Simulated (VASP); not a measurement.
# La (Im-3m) in VASP: notebook

The runs below take La through single point, with revPBE.

Everything below comes from runs of VASP 6.6.1. Logs are shortened: lines on timing, memory, paths and dates and some standing lists are left out, and cuts for length are marked.

## Step 1: The cell of the first run

The structure is cubic, space group Im-3m (No. 229). The conventional cell has a = 4.286 Å, b = 4.286 Å, c = 4.286 Å, α = 90.00°, β = 90.00°, γ = 90.00°. Within 4.9 Å of La (site symmetry m-3m) lie 14 La at 3.71 to 4.29 Å.

This isn't the form of La at room conditions, which is double hcp.

## Step 2: Single point, revPBE (39.37 Å³/atom)

Contents of INCAR:

```
  PREC = Accurate
  ENCUT = 520
  EDIFF = 1E-7
  ISMEAR = -1
  SIGMA = 0.1
  LREAL = False
  LASPH = True
  NELM = 80
  ALGO = Normal
  ISIF = 2
  LWAVE = False
  LCHARG = False
  GGA = RE
  NBANDS = 12
```

Contents of KPOINTS:

```
regular mesh
0
Gamma
  12 12 12
```

Contents of POSCAR:

```
La
1.0
   -2.1431347099      2.1431347099      2.1431347099
    2.1431347099     -2.1431347099      2.1431347099
    2.1431347099      2.1431347099     -2.1431347099
La
1
Direct
    0.0000000000      0.0000000000      0.0000000000
```

Potentials or basis: VASP PAW PBE potentials, release 64 (La).

Started as:

```sh
$ cat potpaw_PBE.64/La/POTCAR > POTCAR
$ mpirun -np 1 vasp_std > vasp.out
```

OUTCAR:

```text
PREC = Accurate
   ENCUT = 520
   EDIFF = 1E-7
   ISMEAR = -1
   LREAL = False
   LASPH = True
   NELM = 80
   ISIF = 2
   GGA = RE

 ion  position               nearest neighbor table
   1  0.000  0.000  0.000-

  LATTYP: Found a body centered cubic cell.
 ALAT       =     4.2862694198

  Lattice vectors:

 A1 = (  -2.1431347099,   2.1431347099,   2.1431347099)
 A2 = (   2.1431347099,  -2.1431347099,   2.1431347099)
 A3 = (   2.1431347099,   2.1431347099,  -2.1431347099)

Analysis of symmetry for initial positions (statically):
=====================================================================
 Subroutine PRICEL returns:
 Original cell was already a primitive cell.

 Routine SETGRP: Setting up the symmetry group for a
 body centered cubic supercell.

 Subroutine GETGRP returns: Found 48 space group operations
 (whereof 48 operations were pure point group operations)
 out of a pool of 48 trial point group operations.

The static configuration has the point symmetry O_h .

Analysis of symmetry for dynamics (positions and initial velocities):
=====================================================================
 Subroutine PRICEL returns:
 Original cell was already a primitive cell.

 Routine SETGRP: Setting up the symmetry group for a
 body centered cubic supercell.

 Subroutine GETGRP returns: Found 48 space group operations
 (whereof 48 operations were pure point group operations)
 out of a pool of 48 trial point group operations.

The dynamic configuration has the point symmetry O_h .

 Subroutine INISYM returns: Found 48 space group operations
 (whereof 48 operations are pure point group operations),
 and found     1 'primitive' translations

----------------------------------------------------------------------------------------

                                     Primitive cell

  volume of cell :      39.3739

  direct lattice vectors                    reciprocal lattice vectors
    -2.143134710  2.143134710  2.143134710     0.000000000  0.233303113  0.233303113
     2.143134710 -2.143134710  2.143134710     0.233303113  0.000000000  0.233303113
     2.143134710  2.143134710 -2.143134710     0.233303113  0.233303113  0.000000000

  length of vectors
     3.712018205  3.712018205  3.712018205     0.329940427  0.329940427  0.329940427

  position of ions in fractional coordinates (direct lattice)
     0.000000000  0.000000000  0.000000000

[... 80 lines left out ...]
   NFREE  =      0    steps in history (QN), initial steepest desc. (CG)
   ISIF   =      2    stress and relaxation
   ISYM   =      2    0-nonsym 1-usesym 2-fastsym
   POTIM  = 0.5000    time-step for ionic-motion
   TEBEG  =    0.0;   TEEND  =   0.0 temperature during run
   PSTRESS=    0.0 pullay stress
   NELECT =      11.0000    total number of electrons
   NUPDOWN=      -1.0000    fix difference up-down
   EMIN   =  10.00;   EMAX   =-10.00  energy-range for DOS
   EFERMI =   0.00;   METHOD = LEGACY
   ISMEAR =    -1;   SIGMA  =   0.10  broadening in eV -4-tet -1-fermi 0-gaus
   EFERMI_NEDOS =   21; number of points for ismear=-14 and -15
   IALGO  =     38    algorithm
   IMIX   =      4    mixing-type and parameters
     AMIX     =   0.40;   BMIX     =  1.00
     AMIX_MAG =   1.60;   BMIX_MAG =  1.00
  volume/ion in A,a.u.               =      39.37       265.71
  Fermi-wavevector in a.u.,A,eV,Ry     =   1.070211  2.022406 15.583467  1.145353
  Thomas-Fermi vector in A             =   2.205915
   LORBIT       =      0    0 simple, 1 ext, 2 COOP (PROOUT), +10 PAW based schemes
   GGA     = RE    functional components
   LHFCALC =     F    Hartree Fock is set to
   AEXX    =    0.0000 exact exchange contribution
   IVDW    =     0    specifies the selected vdW correction
   LEPSILON=     F    determine dielectric tensor
   LRPA    =     F    only Hartree local field effects (RPA)
 non-spin polarized calculation
  energy-cutoff  :      520.00
  volume of cell :       39.37
 maximum number of plane-waves:      1088
   NGX = 13   NGY = 13   NGZ = 13

 number of electron      10.9999998 magnetization

 Free energy of the ion-electron system (eV)
  ---------------------------------------------------
  ext. energy  EPLUGINS =         0.00000000
  ---------------------------------------------------
  free energy    TOTEN  =        -4.53275043 eV

  energy without entropy =       -4.44561280  energy(sigma->0) =       -4.48918162

 E-fermi :   7.4009     XC(G=0):  -9.2636

 val. band max:        7.3885245330   @ k =  -0.4167   0.5000   0.1667
 cond. band min:       7.4087008285   @ k =   0.2500   0.0833   0.0833
 fundamental gap:      0.0201762954
 Fermi energy:         7.4008501568

 k-point     1 :       0.0000    0.0000    0.0000
  band No.  band energies     occupation
      1     -25.5990      2.00000
      2      -8.7117      2.00000
      3      -8.7117      2.00000
      4      -8.7117      2.00000
      5       4.1916      2.00000
      6       8.8298      0.00000
      7       8.8298      0.00000
      8       8.8298      0.00000
      9       8.8316      0.00000
     10       8.8316      0.00000
     11       8.8316      0.00000
     12       9.4822      0.00000
[... 331 lines left out ...]
 k-point    24 :       0.4167    0.0833    0.0833
  band No.  band energies     occupation
      1     -25.4310      2.00000
      2      -9.7895      2.00000
      3      -9.1337      2.00000
      4      -8.8061      2.00000
      5       6.0861      2.00000
      6       7.2326      1.68641
      7       8.8122      0.00000
      8       8.9505      0.00000
      9       9.1249      0.00000
     10       9.3255      0.00000
     11       9.3667      0.00000
     12       9.4292      0.00000

 [... further k-points ...]

------------------------ aborting loop because EDIFF is reached ----------------------------------------

  FORCE on cell =-STRESS in cart. coord.  units (eV):
  Direction    XX          YY          ZZ          XY          YZ          ZX
  --------------------------------------------------------------------------------------
  -------------------------------------------------------------------------------------
  Total        0.0036645      0.0036645      0.0036645      0.0000000     -0.0000000     -0.0000000
  in kB        0.1491129      0.1491129      0.1491129      0.0000000     -0.0000000     -0.0000000
  external PRESSURE =       0.1491129 kB  Pullay stress =       0.0000000 kB

 VOLUME and BASIS-vectors are now :
 -----------------------------------------------------------------------------
  energy-cutoff  :      520.00
  volume of cell :       39.37
      direct lattice vectors                 reciprocal lattice vectors
    -2.143134710  2.143134710  2.143134710     0.000000000  0.233303113  0.233303113
     2.143134710 -2.143134710  2.143134710     0.233303113  0.000000000  0.233303113
     2.143134710  2.143134710 -2.143134710     0.233303113  0.233303113  0.000000000

 POSITION                                       TOTAL-FORCE (eV/Angst)
 -----------------------------------------------------------------------------------
      0.00000      0.00000      0.00000         0.000000      0.000000     -0.000000
 -----------------------------------------------------------------------------------
    total drift:                                0.000000      0.000000      0.000000

  FREE ENERGIE OF THE ION-ELECTRON SYSTEM (eV)
  ---------------------------------------------------
  free  energy   TOTEN  =        -4.5327504322 eV

  energy  without entropy=       -4.4456128018  energy(sigma->0) =       -4.48918162
```

OSZICAR:

```text
N       E                     dE             d eps       ncg     rms          rms(c)
DAV:   1     0.989560852050E+02    0.98956E+02   -0.37598E+03  1744   0.114E+03
DAV:   2     0.183126403284E+01   -0.97125E+02   -0.93343E+02  2288   0.178E+02
DAV:   3    -0.416640113392E+01   -0.59977E+01   -0.57543E+01  2428   0.754E+01
[... 13 lines left out ...]
DAV:  17    -0.453275015219E+01    0.15350E-04   -0.35306E-05  3320   0.599E-02    0.711E-03
DAV:  18    -0.453275015383E+01   -0.16405E-08   -0.22212E-06  3432   0.109E-02    0.272E-03
DAV:  19    -0.453275054661E+01   -0.39278E-06   -0.33529E-08  1780   0.188E-03    0.298E-03
DAV:  20    -0.453275043389E+01    0.11272E-06   -0.76475E-08  2556   0.312E-03    0.143E-03
DAV:  21    -0.453275043220E+01    0.16959E-08   -0.48997E-08  2172   0.241E-03
   1 F= -.45327504E+01 E0= -.44891816E+01  d E =-.871376E-01
```

It took 49 s on 1 thread of AMD EPYC 7R13 (Zen 3), shared host; peak memory 0.16 GiB.

What came out:

```
Free energy            : -4.5328 eV
Pressure               : 0.0 GPa
Band gap on the k mesh : zero (an odd number of electrons rules out a gap without spin polarisation)
```

Caveat: the PAW data sets were made with another functional, which shifts forces and pressure a little; spin-orbit coupling is left out, which moves the levels of the heavy elements.

## Step 3: Single point, revPBE (40.95 Å³/atom)

This run uses another cell than the first one, of 40.95 Å³/atom.

Contents of INCAR:

```
SYSTEM = La
PREC = Accurate
ENCUT = 520
EDIFF = 1E-7
ISMEAR = -1
SIGMA = 0.1
LREAL = .FALSE.
LASPH = .TRUE.
NELM = 80
ALGO = Normal
ISIF = 2
LWAVE = .FALSE.
LCHARG = .TRUE.
GGA = RE
LELF = .TRUE.
LVHAR = .TRUE.
NBANDS = 12
```

Contents of KPOINTS:

```
regular mesh
0
G
  12 12 12
  0 0 0
```

Contents of POSCAR:

```
La
1.0
   -2.1713370850      2.1713370850      2.1713370850
    2.1713370850     -2.1713370850      2.1713370850
    2.1713370850      2.1713370850     -2.1713370850
La
1
Direct
    0.0000000000      0.0000000000      0.0000000000
```

Potentials or basis: VASP PAW PBE potentials, release 64 (La).

Started as:

```sh
$ cat potpaw_PBE.64/La/POTCAR > POTCAR
$ mpirun -np 1 vasp_std > vasp.out
```

Run time: 50 s. Hardware: 1 thread of AMD EPYC 7R13 (Zen 3), shared host; peak memory 0.16 GiB.

The run converged. Its results:

```
Free energy            : -4.5285 eV
Pressure               : -0.9 GPa
Band gap on the k mesh : zero (an odd number of electrons rules out a gap without spin polarisation)
```

Levels at points of the mesh, in eV from the Fermi level:
```tsv
k point	band 1	band 2	band 3	band 4	band 5	band 6	band 7	band 8	band 9	band 10
(0.00, 0.00, 0.00)	-33.07	-16.24	-16.24	-16.24	-3.23	1.36	1.36	1.36	1.39	1.39
(0.50, 0.00, 0.00)	-32.93	-17.27	-16.57	-16.26	-1.68	-0.11	1.36	1.37	1.63	1.83
(0.50, 0.50, 0.50)	-32.83	-16.94	-16.94	-16.94	-1.64	-1.64	1.47	1.59	1.59	1.59
```

Caveat: the PAW data sets were made with another functional, which shifts forces and pressure a little; spin-orbit coupling is left out, which moves the levels of the heavy elements.

## Step 4: Single point, revPBE

Contents of INCAR:

```
PREC = Accurate
ENCUT = 520
EDIFF = 1E-6
ISMEAR = -1
SIGMA = 0.1
LREAL = F
LASPH = T
NELM = 100
ALGO = Normal
ISIF = 2
LWAVE = F
LCHARG = F
GGA = RE
NBANDS = 12
```

Contents of KPOINTS:

```
regular mesh
0
Gamma
  17 17 17
```

Contents of POSCAR:

```
La
1.0
   -2.1431347099      2.1431347099      2.1431347099
    2.1431347099     -2.1431347099      2.1431347099
    2.1431347099      2.1431347099     -2.1431347099
La
1
Direct
    0.0000000000      0.0000000000      0.0000000000
```

Started as:

```sh
$ cat potpaw_PBE.64/La/POTCAR > POTCAR
$ mpirun -np 1 vasp_std > vasp.out
```

Run time: 84 s. Hardware: 1 thread of AMD EPYC 7R13 (Zen 3), shared host; peak memory 0.21 GiB.

It converged, with:

- Free energy: -4.5322 eV
- Pressure: 0.0 GPa
- Band gap on the k mesh: zero (an odd number of electrons rules out a gap without spin polarisation)

Levels at points of the mesh, in eV from the Fermi level:
| k point | band 1 | band 2 | band 3 | band 4 | band 5 | band 6 | band 7 | band 8 | band 9 | band 10 |
| --- | --- | --- | --- | --- | --- | --- | --- | --- | --- | --- |
| (0.00, 0.00, 0.00) | -33.00 | -16.11 | -16.11 | -16.11 | -3.21 | 1.43 | 1.43 | 1.43 | 1.43 | 1.43 |

Caveat: the PAW data sets were made with another functional, which shifts forces and pressure a little; spin-orbit coupling is left out, which moves the levels of the heavy elements.

## Step 5: Summary

```tsv
cell	k mesh	gap on the mesh (eV)	pressure (GPa)
a = 3.712 Å, angles 109.5°, 1 atom	12 × 12 × 12	none	0.0
a = 3.761 Å, angles 109.5°, 1 atom	12 × 12 × 12	none	-0.9
a = 3.712 Å, angles 109.5°, 1 atom	17 × 17 × 17	none	0.0
```

Alike in all rows: task single point; level revPBE; potentials or basis VASP PAW PBE potentials, release 64 (La); no spin polarisation; cutoff (eV) 520; smearing fermi-dirac 0.1 eV.

Caveats: the PAW data sets were made with another functional, which shifts forces and pressure a little; spin-orbit coupling is left out, which moves the levels of the heavy elements.

Absolute energies hang on the potentials; compare differences alone.

The gap in the log of VASP goes by the Fermi energy; the results here count the filled bands.